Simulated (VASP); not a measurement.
# Ir (P6_3/mmc) in VASP: a series of runs, part 2 of 2

VASP 6.6.1.

## 4. Relaxation of cell and atoms, BLYP

This run uses another cell than the first one, of 14.15 Å³/atom, 0.890 times its volume.

INCAR

```
AGGAC = 1.0 ; AGGAX = 1.0
ALDAC = 0.0 ; ALDAX = 1.0
ALGO = Normal ; EDIFF = 1E-6
EDIFFG = -0.01 ; ENCUT = 600
GGA = B5 ; IBRION = 2
ISIF = 3 ; ISMEAR = -1
LASPH = T ; LCHARG = F
LREAL = F ; LWAVE = F
NELM = 60 ; NSW = 80
PREC = Accurate ; SIGMA = 0.1
```

KPOINTS

```
k-points
0
Gamma
  13 13 4
```

POSCAR

```
Ir
1.0
    2.7148619862      0.0000000000      0.0000000000
   -1.3574309931      2.3511394478      0.0000000000
    0.0000000000      0.0000000000      8.8667392469
Ir
4
Direct
    0.0000000000      0.0000000000      0.0000000000
    0.0000000000      0.0000000000      0.5000000000
    0.3333333333      0.6666666667      0.2500000000
    0.6666666667      0.3333333333      0.7500000000
```

Potentials or basis: VASP PAW PBE potentials, release 64 (Ir).

Started as:

```sh
cat potpaw_PBE.64/Ir/POTCAR > POTCAR
mpirun -np 1 vasp_std > vasp.out
```

OUTCAR:

```text
EDIFF = 1E-6
   EDIFFG = -0.01
   ENCUT = 600
   GGA = B5
   IBRION = 2
   ISIF = 3
   ISMEAR = -1
   LASPH = T
   LREAL = F
   NELM = 60
   NSW = 80
   PREC = Accurate

 ion  position               nearest neighbor table
   1  0.000  0.000  0.000-   3 2.71   4 2.71   3 2.71   4 2.71   4 2.71   3 2.71
   2  0.000  0.000  0.500-   3 2.71   4 2.71   3 2.71   4 2.71   4 2.71   3 2.71
   3  0.333  0.667  0.250-   1 2.71   2 2.71   1 2.71   2 2.71   1 2.71   2 2.71
   4  0.667  0.333  0.750-   1 2.71   2 2.71   1 2.71   2 2.71   1 2.71   2 2.71

  LATTYP: Found a hexagonal cell.
 ALAT       =     2.7148619862
 C/A-ratio  =     3.2660000000

  Lattice vectors:

 A1 = (   2.7148619862,   0.0000000000,   0.0000000000)
 A2 = (  -1.3574309931,   2.3511394478,   0.0000000000)
 A3 = (   0.0000000000,   0.0000000000,   8.8667392469)

Analysis of symmetry for initial positions (statically):
=====================================================================
 Subroutine PRICEL returns:
 Original cell was already a primitive cell.

 Routine SETGRP: Setting up the symmetry group for a
 hexagonal supercell.

 Subroutine GETGRP returns: Found 24 space group operations
 (whereof 12 operations were pure point group operations)
 out of a pool of 24 trial point group operations.

[... 150 lines left out ...]
   LRPA    =     F    only Hartree local field effects (RPA)
 conjugate gradient relaxation of ions
 non-spin polarized calculation
  energy-cutoff  :      600.00
  volume of cell :       56.60
 maximum number of plane-waves:      1932
 NGX is ok and might be reduce to    24
   NGX = 11   NGY = 11   NGZ = 35

--------------------------------------- Ionic step        1  -------------------------------------------

 number of electron      36.0000001 magnetization

 Free energy of the ion-electron system (eV)
  ---------------------------------------------------
  ext. energy  EPLUGINS =         0.00000000
  ---------------------------------------------------
  free energy    TOTEN  =       -29.28420866 eV

  energy without entropy =      -29.14789420  energy(sigma->0) =      -29.21605143

 E-fermi :  11.0391     XC(G=0): -13.2732

 val. band max:       11.0286486668   @ k =   0.3846   0.1538   0.0000
 cond. band min:      11.0494445332   @ k =   0.3846   0.2308   0.2500
 fundamental gap:      0.0207958664
 Fermi energy:        11.0391089832

 k-point     1 :       0.0000    0.0000    0.0000
  band No.  band energies     occupation
      1       0.0845      2.00000
      2       2.2565      2.00000
      3       2.2851      2.00000
      4       2.9734      2.00000
      5       6.6747      2.00000
      6       6.7158      2.00000
[... 742 lines left out ...]
--------------------------------------- Ionic step        5  -------------------------------------------

 number of electron      36.0000004 magnetization

 Free energy of the ion-electron system (eV)
  ---------------------------------------------------
  ext. energy  EPLUGINS =         0.00000000
  ---------------------------------------------------
  free energy    TOTEN  =       -29.73084713 eV

  energy without entropy =      -29.57219158  energy(sigma->0) =      -29.65151935

 E-fermi :   9.5822     XC(G=0): -12.7785

 val. band max:        9.5758210940   @ k =   0.3846   0.1538   0.0000
 cond. band min:       9.5838289435   @ k =   0.4615  -0.0000   0.0000
 fundamental gap:      0.0080078495
 Fermi energy:         9.5822001003

 k-point     1 :       0.0000    0.0000    0.0000
  band No.  band energies     occupation
      1      -0.4758      2.00000
      2       1.5630      2.00000
      3       1.5883      2.00000
      4       2.3917      2.00000
      5       5.7503      2.00000
      6       5.7854      2.00000
[... 622 lines left out ...]
  FREE ENERGIE OF THE ION-ELECTRON SYSTEM (eV)
  ---------------------------------------------------
  free  energy   TOTEN  =       -29.7308471328 eV

  energy  without entropy=      -29.5721915754  energy(sigma->0) =      -29.65151935

 reached required accuracy - stopping structural energy minimisation
```

Wall time 3.6 min (1 thread of Intel Xeon 6975P-C (Granite Rapids), shared host); peak memory 0.24 GiB.

Results:

```yaml
Free_energy: -29.7308 eV
Relaxed_volume: 15.42 Å³/atom
Relaxed_cell: a = 2.793 Å, b = 2.793 Å, c = 9.126 Å, α = 90.00°, β = 90.00°, γ = 120.00°
Space_group_after_relaxing_to_0.05_Å: P6_3/mmc (No. 194)
Energy_gained_by_relaxing: 111.7 meV/atom
Ionic_steps: 5
Pressure_after_relaxing: 0.0 GPa
```

The path:
```
step  energy change (eV)  largest force (eV/Å)  pressure (GPa)  volume (Å³)
   1              0.0000                0.0000           30.90        56.60
   2              2.8346                0.0000          -37.81        82.02
   3             -0.4395                0.0000           -3.17        62.38
   4             -0.4465                0.0000           -0.47        61.78
   5             -0.4466                0.0000            0.01        61.67
```

Final structure:
```cif
data_structure
_symmetry_space_group_name_H-M 'P 1'
_symmetry_Int_Tables_number 1
_cell_length_a 2.7934
_cell_length_b 2.7934
_cell_length_c 9.1262
_cell_angle_alpha 90.000
_cell_angle_beta 90.000
_cell_angle_gamma 120.000
_cell_volume 61.67
loop_
_atom_site_label
_atom_site_type_symbol
_atom_site_fract_x
_atom_site_fract_y
_atom_site_fract_z
_atom_site_occupancy
Ir1 Ir 0.00000 0.00000 0.00000 1
Ir2 Ir 0.00000 0.00000 0.50000 1
Ir3 Ir 0.33333 0.66667 0.25000 1
Ir4 Ir 0.66667 0.33333 0.75000 1
```

Levels at points of the mesh, in eV from the Fermi level:
| k point | band 14 | band 15 | band 16 | band 17 | band 18 | band 19 | band 20 | band 21 | band 22 |
| --- | --- | --- | --- | --- | --- | --- | --- | --- | --- |
| (0.00, 0.00, 0.00) | -2.94 | -2.94 | -1.60 | -1.60 | -0.93 | -0.93 | -0.35 | -0.35 | 0.57 |
| (0.00, 0.00, 0.50) | -3.18 | -2.19 | -2.19 | -1.26 | -1.26 | -1.26 | -1.26 | 0.15 | 0.15 |

Caveat: the bands computed are all filled at some k points, so no gap is given; the PAW data sets were made with another functional, which shifts forces and pressure a little; spin-orbit coupling is left out, which moves the levels of the heavy elements.

## 5. The runs side by side

```tsv
task	cell	k mesh	cutoff (eV)	gap on the mesh (eV)	pressure (GPa)
single point	a = 2.822, b = 2.822, c = 9.222 Å, angles 90.0, 90.0, 120.0°, 4 atoms	15 × 15 × 4	520	none	-8.4
single point	a = 2.893, b = 2.893, c = 9.453 Å, angles 90.0, 90.0, 120.0°, 4 atoms	15 × 15 × 4	520	none	-22.9
relaxation of cell and atoms	relaxed from a = 2.715, b = 2.715, c = 8.867 Å, angles 90.0, 90.0, 120.0°, 4 atoms	13 × 13 × 4	600	-	0.0
```

Alike in all rows: level BLYP; potentials or basis VASP PAW PBE potentials, release 64 (Ir); no spin polarisation; smearing fermi-dirac 0.1 eV.

Caveats: the PAW data sets were made with another functional, which shifts forces and pressure a little; spin-orbit coupling is left out, which moves the levels of the heavy elements; the bands computed are all filled at some k points, so no gap is given (some runs).

Absolute energies hang on the potentials; compare differences alone.
